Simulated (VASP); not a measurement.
## Zn: relaxation of cell and atoms with PBE

Crystal: Zn.

```
Zn
1.0
     0.00000    1.96411    1.96411
     1.96411    0.00000    1.96411
     1.96411    1.96411    0.00000
Zn
1
Cartesian
  0.0000 0.0000 0.0000
```

```yaml
Program: VASP 6.6.1
Task: relaxation of cell and atoms
Functional: PBE
Potentials_or_basis: VASP PAW PBE potentials, release 64 (Zn)
Cutoff: 600 eV
k_mesh: 17 × 17 × 17
Occupations: fermi-dirac, width 0.05 eV
Spin: no spin polarisation
Dipole_correction: no
Further_INCAR_settings: ALGO = Normal; EDIFF = 1e-06; IBRION = 2; EDIFFG = -0.005; NSW = 60; ISIF = 3
```

| Quantity | Value |
| --- | --- |
| Relaxed volume | 15.24 Å³/atom |
| Relaxed cell | a = 2.783 Å, b = 2.783 Å, c = 2.783 Å, α = 60.00°, β = 60.00°, γ = 60.00° |
| Space group after relaxing (to 0.05 Å) | Fm-3m (No. 225) |
| Energy gained by relaxing | 0.1 meV/atom |
| Ionic steps | 2 |
| Pressure after relaxing | 0.0 GPa |
| Band gap on the k mesh | zero (band 6 reaches 4.39 eV, above the bottom of band 7 at 1.78 eV) |

Final structure:
```cif
data_structure
_symmetry_space_group_name_H-M 'P 1'
_symmetry_Int_Tables_number 1
_cell_length_a 2.7831
_cell_length_b 2.7831
_cell_length_c 2.7831
_cell_angle_alpha 60.000
_cell_angle_beta 60.000
_cell_angle_gamma 60.000
_cell_volume 15.24
loop_
_atom_site_label
_atom_site_type_symbol
_atom_site_fract_x
_atom_site_fract_y
_atom_site_fract_z
_atom_site_occupancy
Zn1 Zn 0.00000 0.00000 0.00000 1
```

Levels at points of the mesh, in eV from the Fermi level:
```tsv
k point	band 4	band 5	band 6	band 7	band 8	band 9
(0.00, 0.00, 0.00)	-7.59	-7.22	-7.22	18.22	18.22	18.22
```

It took 31 s on 1 thread of AMD EPYC 7R43 64-Core Processor (Zen 3) (shared host), peak memory 0.13 GiB.
